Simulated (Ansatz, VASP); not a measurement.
# Two plane-wave programs on W5C6

```
W C
1.0
     0.00000   -5.06059    0.00000
     4.38260    2.53030    0.00000
     0.00000    0.00000    5.69425
W C
5 6
Direct
  0.00000 0.00000 0.50000
  0.33333 0.66667 0.00000
  0.33333 0.66667 0.50000
  0.66667 0.33333 0.00000
  0.66667 0.33333 0.50000
  0.64972 0.64972 0.25571
  0.64972 0.64972 0.74429
  0.00000 0.35028 0.25571
  0.00000 0.35028 0.74429
  0.35028 0.00000 0.25571
  0.35028 0.00000 0.74429
```

Change from the starting cell: W vacancy (site a), charge +0, atoms relaxed at the host's cell.

Alike in both runs: functional PBE; k mesh 6 × 6 × 5; occupations gaussian, width 0.1 eV; no spin polarisation.

Ansatz relaxed the structure, and its values are those at the end. VASP's run is a single point on that final structure, the one shown.

|  | VASP | Ansatz |
| --- | --- | --- |
| version | VASP 6.6.1 | Ansatz 0.2.0 |
| potentials or method | VASP PAW PBE potentials, release 64 (W_sv, C), cutoff 520 eV | scalar-relativistic, plane waves, PAW |
| valence electrons in the cell | 94 | 94 |

```csv
,VASP,Ansatz,Ansatz less VASP
gap on the k mesh at the Fermi level (eV),none,none,-
rms of the force components (eV/Å),0.018,0.010,-0.0084
```

A gap of «none» marks a metal or a gap that the smearing closes.

Neither program's run includes spin-orbit coupling.
